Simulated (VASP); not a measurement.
# AlNi in VASP: notebook, part 2 of 2

VASP 6.6.1. The steps go on from the part before.

### 4 Relaxation of shape and atoms at fixed volume, r2SCAN (11.39 Å³/atom)

This run uses another cell than the first one, of 11.39 Å³/atom.

Contents of POSCAR:

```
AlNi
1.0
    2.0019579846     -2.0017399583      0.0000000000
    2.0019579846      2.0017399583      0.0000000000
    0.0000000000      0.0000000000      2.8410252478
Al Ni
1 1
Direct
    0.0000000000      0.0000000000      0.0000000000
    0.5000000000      0.5000000000      0.5000000000
```

Contents of INCAR.step1:

```
SYSTEM = AlNi
PREC     = Accurate       ! precision mode
ENCUT    = 600            ! plane-wave cutoff, eV
ISMEAR   = 0              ! smearing method
SIGMA    = 0.1            ! smearing width, eV
LREAL    = .FALSE.        ! projectors in reciprocal space
LASPH    = .TRUE.         ! aspherical terms in the spheres
NELM     = 100            ! most SCF steps
GGA      = PE             ! functional
ALGO     = Normal         ! electronic algorithm
EDIFF    = 1E-4           ! SCF threshold, eV
LWAVE    = .TRUE.         ! write WAVECAR
LCHARG   = .FALSE.        ! write CHGCAR
```

Contents of INCAR.step2:

```
SYSTEM = AlNi
PREC     = Accurate       ! precision mode
ENCUT    = 600            ! plane-wave cutoff, eV
EDIFF    = 1E-6           ! SCF threshold, eV
ISMEAR   = 0              ! smearing method
SIGMA    = 0.1            ! smearing width, eV
LREAL    = .FALSE.        ! projectors in reciprocal space
LASPH    = .TRUE.         ! aspherical terms in the spheres
NELM     = 100            ! most SCF steps
ALGO     = Normal         ! electronic algorithm
ISIF     = 4              ! what is computed and relaxed
LWAVE    = .FALSE.        ! write WAVECAR
LCHARG   = .FALSE.        ! write CHGCAR
METAGGA  = R2SCAN         ! meta-GGA
LMIXTAU  = .TRUE.       
IBRION   = 2              ! ionic algorithm
NSW      = 50             ! ionic steps
EDIFFG   = -0.01          ! ionic threshold
ISTART   = 1
```

Contents of KPOINTS:

```
regular mesh
0
G
  16 16 14
  0 0 0
```

Potentials or basis: VASP PAW PBE potentials, release 64 (Al, Ni).

Command:

```
$ cat potpaw_PBE.64/Al/POTCAR potpaw_PBE.64/Ni/POTCAR > POTCAR
$ cp INCAR.step1 INCAR
$ mpirun -np 1 vasp_std > vasp.out
$ cp INCAR.step2 INCAR
$ mpirun -np 1 vasp_std > vasp.out
```

OUTCAR:

```text
SYSTEM = AlNi
   PREC = Accurate
   ENCUT = 600
   EDIFF = 1E-6
   ISMEAR = 0
   LREAL = .FALSE.
   LASPH = .TRUE.
   NELM = 100
   ISIF = 4
   METAGGA = R2SCAN
   IBRION = 2
   NSW = 50
   EDIFFG = -0.01
   ISTART = 1

 ion  position               nearest neighbor table
   1  0.000  0.000  0.000-   2 2.45   2 2.45   2 2.45   2 2.45   2 2.45   2 2.45   2 2.45   2 2.45

   2  0.500  0.500  0.500-   1 2.45   1 2.45   1 2.45   1 2.45   1 2.45   1 2.45   1 2.45   1 2.45

  LATTYP: Found a base centered orthorhombic cell.
 ALAT       =     4.0034799166
 B/A-ratio  =     1.0001089184
 C/A-ratio  =     0.7096389409

  Lattice vectors:

 A1 = (  -2.0019579846,  -2.0017399583,   0.0000000000)
 A2 = (   2.0019579846,  -2.0017399583,   0.0000000000)
 A3 = (   0.0000000000,   0.0000000000,   2.8410252478)

Analysis of symmetry for initial positions (statically):
=====================================================================
 Subroutine PRICEL returns:
 Original cell was already a primitive cell.

 Routine SETGRP: Setting up the symmetry group for a
 base centered orthorhombic supercell.

 Subroutine GETGRP returns: Found  8 space group operations
 (whereof  8 operations were pure point group operations)
 out of a pool of  8 trial point group operations.

The static configuration has the point symmetry D_2h.

Analysis of symmetry for dynamics (positions and initial velocities):
=====================================================================
 Subroutine PRICEL returns:
 Original cell was already a primitive cell.

 Routine SETGRP: Setting up the symmetry group for a
 base centered orthorhombic supercell.

 Subroutine GETGRP returns: Found  8 space group operations
 (whereof  8 operations were pure point group operations)
 out of a pool of  8 trial point group operations.

The dynamic configuration has the point symmetry D_2h.

 Subroutine INISYM returns: Found  8 space group operations
 (whereof  8 operations are pure point group operations),
 and found     1 'primitive' translations

[... 121 lines left out ...]
   AEXX    =    0.0000 exact exchange contribution
   IVDW    =     0    specifies the selected vdW correction
   LEPSILON=     F    determine dielectric tensor
   LRPA    =     F    only Hartree local field effects (RPA)
 conjugate gradient relaxation of ions
 non-spin polarized calculation
 Gauss-broadening in eV      SIGMA  =   0.10
  energy-cutoff  :      600.00
  volume of cell :       22.77
 maximum number of plane-waves:       780
   NGX = 11   NGY = 11   NGZ = 11

 number of electron      12.9999995 magnetization

 Free energy of the ion-electron system (eV)
  ---------------------------------------------------
  ext. energy  EPLUGINS =         0.00000000
  ---------------------------------------------------
  free energy    TOTEN  =       -20.05976738 eV

  energy without entropy =      -20.05624951  energy(sigma->0) =      -20.05800845

 E-fermi :  10.5310     XC(G=0): -13.2729

 val. band max:       10.5302705353   @ k =   0.2500   0.0625   0.3571
 cond. band min:      10.5405130253   @ k =  -0.4375   0.2500   0.4286
 fundamental gap:      0.0102424899
 Fermi energy:        10.5309673296

 k-point     1 :       0.0000    0.0000    0.0000
  band No.  band energies     occupation
      1      -1.5421      2.00000
      2       6.9505      2.00000
      3       6.9546      2.00000
      4       8.8363      2.00000
      5       8.8366      2.00000
      6       8.8447      2.00000
      7      16.5692      0.00000
      8      16.7080      0.00000
      9      16.7087      0.00000
     10      19.0899      0.00000
[... 287 lines left out ...]
 k-point    24 :      -0.0625    0.0625    0.0000
  band No.  band energies     occupation
      1      -1.3850      2.00000
      2       6.9576      2.00000
      3       6.9768      2.00000
      4       8.7740      2.00000
      5       8.7967      2.00000
      6       8.8138      2.00000
      7      15.6733      0.00000
      8      16.1022      0.00000
      9      16.7756      0.00000
     10      19.5479      0.00000

 [... further k-points ...]

------------------------ aborting loop because EDIFF is reached ----------------------------------------

  FORCE on cell =-STRESS in cart. coord.  units (eV):
  Direction    XX          YY          ZZ          XY          YZ          ZX
  --------------------------------------------------------------------------------------
  -------------------------------------------------------------------------------------
  Total        0.7620023      0.7666036      0.7515065     -0.0000000      0.0000000      0.0000000
  in kB       53.6165857     53.9403439     52.8780702     -0.0000000      0.0000000      0.0000000
  external PRESSURE =      53.4783332 kB  Pullay stress =       0.0000000 kB

 VOLUME and BASIS-vectors are now :
 -----------------------------------------------------------------------------
  energy-cutoff  :      600.00
  volume of cell :       22.77
      direct lattice vectors                 reciprocal lattice vectors
     2.001957985 -2.001739958  0.000000000     0.249755491 -0.249782694  0.000000000
     2.001957985  2.001739958  0.000000000     0.249755491  0.249782694  0.000000000
     0.000000000  0.000000000  2.841025248     0.000000000  0.000000000  0.351985608

 POSITION                                       TOTAL-FORCE (eV/Angst)
 -----------------------------------------------------------------------------------
      0.00000      0.00000      0.00000         0.000000      0.000000      0.000000
      2.00196      0.00000      1.42051        -0.000000      0.000000      0.000000
 -----------------------------------------------------------------------------------
    total drift:                                0.000000     -0.000000     -0.000000

  FREE ENERGIE OF THE ION-ELECTRON SYSTEM (eV)
  ---------------------------------------------------
  free  energy   TOTEN  =       -20.0597673840 eV

  energy  without entropy=      -20.0562495126  energy(sigma->0) =      -20.05800845

 reached required accuracy - stopping structural energy minimisation
```

OSZICAR.step1:

```text
N       E                     dE             d eps       ncg     rms          rms(c)
DAV:   1     0.428153202872E+02    0.42815E+02   -0.62492E+03 11728   0.154E+03
DAV:   2    -0.105910342335E+02   -0.53406E+02   -0.50745E+02 11754   0.218E+02
DAV:   3    -0.119554508592E+02   -0.13644E+01   -0.13482E+01 13756   0.444E+01
DAV:   4    -0.119776619100E+02   -0.22211E-01   -0.22201E-01 13792   0.516E+00
DAV:   5    -0.119782863322E+02   -0.62442E-03   -0.62440E-03 13310   0.886E-01    0.123E+01
DAV:   6    -0.135790435392E+02   -0.16008E+01   -0.55741E+01 12988   0.132E+02    0.149E+01
DAV:   7    -0.105124683968E+02    0.30666E+01   -0.16054E+01 12886   0.785E+01    0.100E+00
DAV:   8    -0.105079929028E+02    0.44755E-02   -0.34463E-01 14012   0.746E+00    0.104E+00
DAV:   9    -0.104936360788E+02    0.14357E-01   -0.56359E-02 13626   0.397E+00    0.179E-01
DAV:  10    -0.104933061661E+02    0.32991E-03   -0.13417E-03 13808   0.587E-01    0.850E-02
DAV:  11    -0.104933015427E+02    0.46234E-05   -0.27997E-05  6430   0.660E-02
   1 F= -.10493302E+02 E0= -.10491553E+02  d E =-.349634E-02
```

It took 8.7 min on 1 thread of Oxide Virtual Turin-like, shared host; peak memory 0.28 GiB.

Results:

```
Free energy             : -20.0598 eV
Pressure after relaxing : 5.3 GPa
Band gap on the k mesh  : zero (an odd number of electrons rules out a gap without spin polarisation)
```

Final structure:
```
CELL_PARAMETERS angstrom
2.00196 -2.00174 0.00000
2.00196 2.00174 0.00000
0.00000 0.00000 2.84103
ATOMIC_POSITIONS crystal
Al 0.00000 0.00000 0.00000
Ni 0.50000 0.50000 0.50000
```

Caveat: the PAW data sets were made with another functional, which shifts forces and pressure a little. Spin polarisation is off, so any magnetic state and its effect on volume and gap are missing.

### 5 The runs side by side

| task | cell | k mesh | cutoff (eV) | gap on the mesh (eV) | pressure (GPa) |
| --- | --- | --- | --- | --- | --- |
| single point | a = 2.946, b = 2.946, c = 2.818 Å, 2 atoms | 18 × 18 × 18 | 520 | none | -6.7 |
| single point | a = 2.860, b = 2.860, c = 2.870 Å, 2 atoms | 16 × 16 × 14 | 520 | none | -0.2 |
| relaxation of shape and atoms at fixed volume | relaxed from a = 2.831, b = 2.831, c = 2.841 Å, 2 atoms | 16 × 16 × 14 | 600 | none | 5.3 |

Alike in all rows: level r2SCAN; potentials or basis VASP PAW PBE potentials, release 64 (Al, Ni); no spin polarisation; smearing gaussian 0.1 eV.

Caveats: the PAW data sets were made with another functional, which shifts forces and pressure a little; the cell stands under tension (at least some runs).

Absolute energies hang on the potentials; compare differences alone.

The gap in the log of VASP goes by the Fermi energy; the results here count the filled bands.